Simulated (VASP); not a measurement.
Runs of VASP 6.6.1 on Ta. The structure is that of space group Fm-3m (No. 225), or close to it. The cells are those of the table. 

```csv
task,cell,k mesh,cutoff (eV),gap on the mesh (eV),pressure (GPa)
relaxation of cell and atoms,"relaxed to 480 GPa from a = 2.357 Å, angles 60.0°, 1 atom",20 × 20 × 20,600,none,479.9
single point,"a = 2.987 Å, angles 60.0°, 1 atom",16 × 16 × 16,520,none,0.0
single point,"a = 2.357 Å, angles 60.0°, 1 atom",20 × 20 × 20,520,none,495.0
relaxation of cell and atoms,"relaxed from a = 2.959 Å, angles 60.0°, 1 atom",16 × 16 × 16,600,none,0.0
single point,"a = 2.353 Å, angles 60.0°, 1 atom",20 × 20 × 20,520,none,(a)
```

Alike in all rows: level PBE; potentials or basis VASP PAW PBE potentials, release 64 (Ta_pv); no spin polarisation; smearing fermi-dirac 0.08 eV.

Question: Estimate the missing entries.

Answer: (a) 502.2.

Caveats: spin-orbit coupling is left out, which moves the levels of the heavy elements; the cell is relaxed towards a set pressure, so the enthalpy falls and the energy may rise (some runs).

A k mesh can miss the band edges, and the runs leave out spin-orbit coupling on Ta.

A gap of «none» marks levels without a gap at the run's occupations.
